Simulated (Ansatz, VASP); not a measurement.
**Two plane-wave programs on Al12NO**

```xyz
14
Lattice="5.7143 0.0000 0.0000 0.0000 5.7143 0.0000 0.0000 0.0000 22.1750" Properties=species:S:1:pos:R:3 pbc="T T T"
Al    1.4286    1.4286    4.0000
Al    1.4286    4.2857    4.0000
Al    4.2857    1.4286    4.0000
Al    4.2857    4.2857    4.0000
Al    0.0000    0.0000    6.0850
Al    0.0000    2.8572    6.0850
Al    2.8572    0.0000    6.0850
Al    2.8572    2.8572    6.0850
Al    1.4286    1.4286    8.1750
Al    1.4286    4.2857    8.1750
Al    4.2857    1.4286    8.1750
Al    4.2857    4.2857    8.1750
N     2.0617    2.8572    8.9750
O     3.6527    2.8572    8.9750
```

Alike in both runs: task single point; functional PBE; k mesh 5 × 5 × 1; occupations gaussian, width 0.1 eV; collinear spin.

|  | VASP | Ansatz |
| --- | --- | --- |
| version | VASP 6.6.1 | Ansatz 0.2.0 |
| potentials or method | VASP PAW PBE potentials, release 64 (Al, N, O), cutoff 520 eV | scalar-relativistic, plane waves, PAW |
| valence electrons in the cell | 47 | 47 |

```tsv
	VASP	Ansatz	Ansatz less VASP
gap on the k mesh at the Fermi level (eV)	none	none	-
rms of the force components (eV/Å)	0.977	0.973	-0.0032
net moment per atom (μB)	0.00	0.00	0.000
```

Atom by atom the forces differ by 0.006 eV/Å (rms over components). A gap of «none» marks a metal or a gap that the smearing closes. The functional is the same, so the differences come from potentials, cutoffs and numerics. Ansatz's warnings: seeded moment not kept.
